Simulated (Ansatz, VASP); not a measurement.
## Two plane-wave programs on Ge

```
CELL_PARAMETERS angstrom
0.00000 2.79412 2.79412
2.79412 0.00000 2.79412
2.79412 2.79412 0.00000
ATOMIC_POSITIONS crystal
Ge 0.50000 0.50000 0.50000
Ge 0.75000 0.75000 0.75000
```

Change from the starting cell: strain -0.030 along x and y, -0.030 along z, atoms carried along.

Alike in both runs: task single point; functional PBE; k mesh 18 × 18 × 18; occupations gaussian, width 0.15 eV; no spin polarisation.

```csv
,VASP,Ansatz
version,VASP 6.6.1,Ansatz 0.2.0
potentials or method,"VASP PAW PBE potentials, release 64 (Ge_d), cutoff 520 eV","scalar-relativistic, plane waves, PAW"
valence electrons in the cell,28,28
```

VASP gave:

- gap on the k mesh at the Fermi level (eV): 0.30
- least direct gap on the mesh (eV): 0.38
- pressure (GPa): 6.7

Problem. What did Ansatz give for the same quantities?

Solution. gap on the k mesh at the Fermi level (eV): 0.30; least direct gap on the mesh (eV): 0.37; pressure (GPa): 6.7.

The functional is the same, so the differences come from potentials, cutoffs and numerics.
